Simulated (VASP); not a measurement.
Ti, 1 atom in the cell. It takes space group Fm-3m (No. 225, cubic). Conventional cell: a = 4.067 Å, b = 4.067 Å, c = 4.067 Å, α = 90.00°, β = 90.00°, γ = 90.00°. Ti (site symmetry m-3m) has 12 Ti at 2.88 Å within 3.8 Å. 

```yaml
Program: VASP 6.6.1
Task: single point
Functional: LDA
Potentials_or_basis: VASP PAW LDA potentials, release 64 (Ti_sv)
Cutoff: 500 eV
k_mesh: 8 × 8 × 8
Occupations: fermi-dirac, width 0.2 eV
Spin: no spin polarisation
Dipole_correction: no
Further_INCAR_settings: ALGO = Normal; EDIFF = 1e-06; NBANDS = 12
```

Potentials or basis: VASP PAW LDA potentials, release 64 (Ti_sv).

Command:

```console
$ cat potpaw_LDA.64/Ti_sv/POTCAR > POTCAR
$ mpirun -np 1 vasp_std > vasp.out
```

Hardware: 1 thread of Intel Xeon 8259CL (shared host).

Estimate the wall time of this run.

Wall time 6.7 s on 1 thread of Intel Xeon 8259CL, on a shared host, peak memory 0.12 GiB. Counts: scf iterations 12, k points 29.
